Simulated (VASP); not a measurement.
A run of VASP 6.6.1:

File INCAR:

```
PREC = Accurate
ENCUT = 520
EDIFF = 1E-7
ISMEAR = 0
SIGMA = 0.01
LREAL = F
LASPH = T
NELM = 100
ALGO = Normal
ISIF = 2
LWAVE = F
LCHARG = F
NBANDS = 11
```

The input KPOINTS:

```
Automatic mesh
0
Gamma
  12 12 12
```

Contents of POSCAR:

```
C
1.0
    1.7570444887      1.7570444887      0.0000000000
   -1.7570444887      1.7570444887      0.0000000000
    0.0000000000      1.7570444887      1.7682913306
C
2
Direct
    0.5000000000      0.5000000000      0.0000000000
    0.7500000000      0.2500000000      0.5000000000
```

Potentials or basis: VASP PAW LDA potentials, release 64 (C).

The run is started by

```bash
$ cat potpaw_LDA.64/C/POTCAR > POTCAR
$ mpirun -np 1 vasp_std > vasp.out
```

Hardware: 1 thread of Intel Xeon 8259CL (shared host).

Task: How long does it take, and how much memory?

Result: Wall time 24 s on 1 thread of Intel Xeon 8259CL (shared host), peak memory 0.12 GiB. Counts: scf iterations 11, k points 163.
